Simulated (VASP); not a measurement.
# WS2 (P6_3/mmc) in VASP: settings compared, part 2 of 3

VASP 6.6.1. The steps go on from the part before.

## Step 4: Single point, LDA

This run uses another cell than the first one, of 17.16 Å³/atom.

The input, INCAR:

```
SYSTEM = WS2
PREC = Accurate
ENCUT = 520
EDIFF = 1E-6
ISMEAR = -1
SIGMA = 0.05
LREAL = .FALSE.
LASPH = .TRUE.
NELM = 100
ALGO = Normal
ISIF = 2
LWAVE = .FALSE.
LCHARG = .TRUE.
GGA = CA
LELF = .TRUE.
LVHAR = .TRUE.
NBANDS = 35
```

The input, KPOINTS:

```
Automatic mesh
0
G
  10 10 3
  0 0 0
```

The input, POSCAR:

```
WS2
1.0
    3.1268480293      0.0000000000      0.0000000000
   -1.5634240146      2.7079298271      0.0000000000
    0.0000000000      0.0000000000     12.1593846386
W S
2 4
Direct
    0.6666666667      0.3333333333      0.7500000000
    0.3333333333      0.6666666667      0.2500000000
    0.6666666667      0.3333333333      0.3784602346
    0.3333333333      0.6666666667      0.8784602346
    0.6666666667      0.3333333333      0.1215397654
    0.3333333333      0.6666666667      0.6215397654
```

Potentials or basis: VASP PAW LDA potentials, release 64 (W_sv, S).

The run is started by

```
$ cat potpaw_LDA.64/W_sv/POTCAR potpaw_LDA.64/S/POTCAR > POTCAR
$ mpirun -np 1 vasp_std > vasp.out
```

OUTCAR:

```text
SYSTEM = WS2
   PREC = Accurate
   ENCUT = 520
   EDIFF = 1E-6
   ISMEAR = -1
   LREAL = .FALSE.
   LASPH = .TRUE.
   NELM = 100
   ISIF = 2
   GGA = CA

 ion  position               nearest neighbor table
   1  0.667  0.333  0.750-   4 2.39   6 2.39   4 2.39   6 2.39   4 2.39   6 2.39
   2  0.333  0.667  0.250-   3 2.39   5 2.39   3 2.39   5 2.39   3 2.39   5 2.39
   3  0.667  0.333  0.378-   2 2.39   2 2.39   2 2.39
   4  0.333  0.667  0.878-   1 2.39   1 2.39   1 2.39
   5  0.667  0.333  0.122-   2 2.39   2 2.39   2 2.39
   6  0.333  0.667  0.622-   1 2.39   1 2.39   1 2.39

  LATTYP: Found a hexagonal cell.
 ALAT       =     3.1268480293
 C/A-ratio  =     3.8887034242

  Lattice vectors:

 A1 = (   3.1268480293,   0.0000000000,   0.0000000000)
 A2 = (  -1.5634240146,   2.7079298271,   0.0000000000)
 A3 = (   0.0000000000,   0.0000000000,  12.1593846386)

Analysis of symmetry for initial positions (statically):
=====================================================================
 Subroutine PRICEL returns:
 Original cell was already a primitive cell.

 Routine SETGRP: Setting up the symmetry group for a
 hexagonal supercell.

 Subroutine GETGRP returns: Found 24 space group operations
 (whereof 12 operations were pure point group operations)
 out of a pool of 24 trial point group operations.

The static configuration has the point symmetry D_3d.
 The point group associated with its full space group is D_6h.

Analysis of symmetry for dynamics (positions and initial velocities):
=====================================================================
 Subroutine PRICEL returns:
 Original cell was already a primitive cell.

 Routine SETGRP: Setting up the symmetry group for a
 hexagonal supercell.

 Subroutine GETGRP returns: Found 24 space group operations
[... 129 lines left out ...]
   IALGO  =     38    algorithm
   IMIX   =      4    mixing-type and parameters
     AMIX     =   0.40;   BMIX     =  1.00
     AMIX_MAG =   1.60;   BMIX_MAG =  1.00
  volume/ion in A,a.u.               =      17.16       115.80
  Fermi-wavevector in a.u.,A,eV,Ry     =   1.303739  2.463710 23.126307  1.699736
  Thomas-Fermi vector in A             =   2.434721
   LORBIT       =      0    0 simple, 1 ext, 2 COOP (PROOUT), +10 PAW based schemes
   GGA     = CA    functional components
   LHFCALC =     F    Hartree Fock is set to
   AEXX    =    0.0000 exact exchange contribution
   IVDW    =     0    specifies the selected vdW correction
   LEPSILON=     F    determine dielectric tensor
   LRPA    =     F    only Hartree local field effects (RPA)
 non-spin polarized calculation
  energy-cutoff  :      520.00
  volume of cell :      102.96
 maximum number of plane-waves:      2796
 NGX is ok and might be reduce to    24
   NGX = 11   NGY = 11   NGZ = 45

 number of electron      51.9999994 magnetization

 Free energy of the ion-electron system (eV)
  ---------------------------------------------------
  ext. energy  EPLUGINS =         0.00000000
  ---------------------------------------------------
  free energy    TOTEN  =       -52.52616401 eV

  energy without entropy =      -52.52616173  energy(sigma->0) =      -52.52616287

 E-fermi :   8.1833     XC(G=0): -11.4196

 val. band max:        7.7755547815   @ k =   0.0000   0.0000   0.0000
 cond. band min:       8.6911067441   @ k =   0.2000   0.2000   0.0000
 fundamental gap:      0.9155519626
 Fermi energy:         8.1832919517

 k-point     1 :       0.0000    0.0000    0.0000
  band No.  band energies     occupation
      1     -66.3753      2.00000
      2     -66.3753      2.00000
      3     -30.9376      2.00000
      4     -30.9375      2.00000
      5     -30.7172      2.00000
      6     -30.7172      2.00000
[... 901 lines left out ...]
     34      11.8607      0.00000
     35      12.7570      0.00000

 [... further k-points ...]

------------------------ aborting loop because EDIFF is reached ----------------------------------------

  FORCE on cell =-STRESS in cart. coord.  units (eV):
  Direction    XX          YY          ZZ          XY          YZ          ZX
  --------------------------------------------------------------------------------------
  -------------------------------------------------------------------------------------
  Total        0.2633956      0.2633956      0.2661894      0.0000000     -0.0000000      0.0000000
  in kB        4.0988623      4.0988623      4.1423384      0.0000000     -0.0000000      0.0000000
  external PRESSURE =       4.1133544 kB  Pullay stress =       0.0000000 kB

 VOLUME and BASIS-vectors are now :
 -----------------------------------------------------------------------------
  energy-cutoff  :      520.00
  volume of cell :      102.96
      direct lattice vectors                 reciprocal lattice vectors
     3.126848029  0.000000000  0.000000000     0.319810874  0.184642894  0.000000000
    -1.563424015  2.707929827  0.000000000     0.000000000  0.369285788  0.000000000
     0.000000000  0.000000000 12.159384639     0.000000000  0.000000000  0.082241004

 POSITION                                       TOTAL-FORCE (eV/Angst)
 -----------------------------------------------------------------------------------
      1.56342      0.90264      9.11954         0.000000      0.000000      0.000000
     -0.00000      1.80529      3.03985         0.000000     -0.000000      0.000000
      1.56342      0.90264      4.60184        -0.000000      0.000000      0.047951
     -0.00000      1.80529     10.68154        -0.000000     -0.000000      0.047951
      1.56342      0.90264      1.47785        -0.000000      0.000000     -0.047951
     -0.00000      1.80529      7.55754        -0.000000     -0.000000     -0.047951
 -----------------------------------------------------------------------------------
    total drift:                                0.000000     -0.000000      0.000000

  FREE ENERGIE OF THE ION-ELECTRON SYSTEM (eV)
  ---------------------------------------------------
  free  energy   TOTEN  =       -52.5261640090 eV

  energy  without entropy=      -52.5261617330  energy(sigma->0) =      -52.52616287
```

OSZICAR:

```text
N       E                     dE             d eps       ncg     rms          rms(c)
DAV:   1     0.508162592091E+03    0.50816E+03   -0.28346E+04  2144   0.149E+03
DAV:   2    -0.229060550217E+02   -0.53107E+03   -0.51327E+03  2284   0.414E+02
DAV:   3    -0.544143257791E+02   -0.31508E+02   -0.31001E+02  2403   0.965E+01
DAV:   4    -0.551323266538E+02   -0.71800E+00   -0.71481E+00  2369   0.155E+01
DAV:   5    -0.551466439078E+02   -0.14317E-01   -0.14305E-01  2384   0.227E+00    0.405E+01
DAV:   6    -0.529223652220E+02    0.22243E+01   -0.72752E+00  2226   0.181E+01    0.169E+01
DAV:   7    -0.526867715701E+02    0.23559E+00   -0.25795E+00  2131   0.826E+00    0.681E+00
DAV:   8    -0.525289258399E+02    0.15785E+00   -0.40829E-01  2240   0.438E+00    0.204E+00
DAV:   9    -0.525293191311E+02   -0.39329E-03   -0.52631E-02  2367   0.114E+00    0.108E+00
DAV:  10    -0.525265195683E+02    0.27996E-02   -0.22553E-02  2340   0.969E-01    0.354E-01
DAV:  11    -0.525262009527E+02    0.31862E-03   -0.32491E-03  2174   0.350E-01    0.177E-01
DAV:  12    -0.525261710159E+02    0.29937E-04   -0.12120E-04  2237   0.680E-02    0.835E-02
DAV:  13    -0.525261653567E+02    0.56592E-05   -0.28770E-05  2268   0.329E-02    0.434E-02
DAV:  14    -0.525261648451E+02    0.51166E-06   -0.13547E-05  2060   0.225E-02    0.273E-02
DAV:  15    -0.525261640090E+02    0.83605E-06   -0.16445E-06  1407   0.921E-03
   1 F= -.52526164E+02 E0= -.52526163E+02  d E =-.227598E-05
```

stdout:

```text
POSCAR found type information on POSCAR W S
 POSCAR found :  2 types and       6 ions
 scaLAPACK will be used
 LDA part: xc-table for (Slater(with rela. corr.)+CA(PZ))
 , standard interpolation
 POSCAR, INCAR and KPOINTS ok, starting setup
 FFT: planning ... GRIDC
 FFT: planning ... GRID_SOFT
 FFT: planning ... GRID
 WAVECAR not read
 entering main loop
```

Run time: 85 s. Hardware: 1 thread of Intel Xeon Platinum 8259CL at 2.50GHz (Skylake/Cascade Lake), shared host; peak memory 0.23 GiB.

Results:

* Free energy: -52.5262 eV
* Pressure: 0.4 GPa
* Largest force: 0.048 eV/Å
* Band gap on the k mesh: 0.92 eV (least direct gap 2.22 eV)

Forces in eV/Å, atoms in the order of the input:
```
W    0.000  0.000  0.000
W    0.000  0.000  0.000
S    0.000  0.000  0.048
S    0.000  0.000  0.048
S    0.000  0.000 -0.048
S    0.000  0.000 -0.048
```

Levels at points of the mesh, in eV from the valence-band top:
```csv
k point,band 23,band 24,band 25,band 26,band 27,band 28,band 29,band 30
"(0.00, 0.00, 0.00)",-2.24,-1.45,-1.40,0.00,2.32,2.32,2.33,2.33
"(0.50, 0.00, 0.00)",-1.97,-1.78,-1.73,-1.59,2.33,2.38,2.55,2.94
```

Caveat: spin-orbit coupling is left out, which moves the levels of the heavy elements.

## Step 5: Single point, LDA

This run uses another cell than the first one, of 18.24 Å³/atom.

The input, INCAR:

```
SYSTEM = WS2
ALGO     = Normal         ! electronic algorithm
EDIFF    = 1E-7           ! SCF threshold, eV
ENCUT    = 520            ! plane-wave cutoff, eV
GGA      = CA             ! functional
ISIF     = 2              ! what is computed and relaxed
ISMEAR   = -1             ! smearing method
LASPH    = .True.         ! aspherical terms in the spheres
LCHARG   = .False.        ! write CHGCAR
LREAL    = .False.        ! projectors in reciprocal space
LWAVE    = .False.        ! write WAVECAR
NBANDS   = 35             ! bands
NELM     = 100            ! most SCF steps
PREC     = Accurate       ! precision mode
SIGMA    = 0.05           ! smearing width, eV
```

The input, KPOINTS:

```
k-points
0
Gamma
  10 10 3
  0 0 0
```

The input, POSCAR:

```
WS2
1.0
    3.1800000000      0.0000000000      0.0000000000
   -1.5900000000      2.7539607840      0.0000000000
    0.0000000000      0.0000000000     12.5000000000
W S
2 4
Direct
    0.6666666667      0.3333333333      0.7500000000
    0.3333333333      0.6666666667      0.2500000000
    0.6666666667      0.3333333333      0.3750000000
    0.3333333333      0.6666666667      0.8750000000
    0.6666666667      0.3333333333      0.1250000000
    0.3333333333      0.6666666667      0.6250000000
```

The run is started by

```
$ cat potpaw_LDA.64/W_sv/POTCAR potpaw_LDA.64/S/POTCAR > POTCAR
$ mpirun -np 1 vasp_std > vasp.out
```

Run time: 92 s. Hardware: 1 thread of Intel Xeon Platinum 8259CL at 2.50GHz (Skylake/Cascade Lake), shared host; peak memory 0.23 GiB.

Results (log left out):

```
Free energy            : -52.4519 eV
Pressure               : -5.3 GPa
Largest force          : 0.312 eV/Å
Band gap on the k mesh : 1.05 eV (least direct gap 2.07 eV)
```

Forces in eV/Å, atoms in the order of the input:
```
W    0.000  0.000  0.000
W    0.000  0.000  0.000
S    0.000  0.000 -0.312
S    0.000  0.000 -0.312
S    0.000  0.000  0.312
S    0.000  0.000  0.312
```

Stress tensor (GPa, compression positive):
```
-5.91  0.00  0.00
 0.00 -5.91  0.00
 0.00  0.00 -4.01
```

Levels at points of the mesh, in eV from the valence-band top:
| k point | band 24 | band 25 | band 26 | band 27 | band 28 | band 29 |
| --- | --- | --- | --- | --- | --- | --- |
| (0.00, 0.00, 0.00) | -1.52 | -1.14 | 0.00 | 2.23 | 2.23 | 2.24 |
| (0.50, 0.00, 0.00) | -1.80 | -1.65 | -1.49 | 2.16 | 2.19 | 2.50 |

Caveat: the cell stands under tension; spin-orbit coupling is left out, which moves the levels of the heavy elements. A hybrid or GW would open this gap; LDA tends to underestimate it.

(Continued in part 3 of 3.)
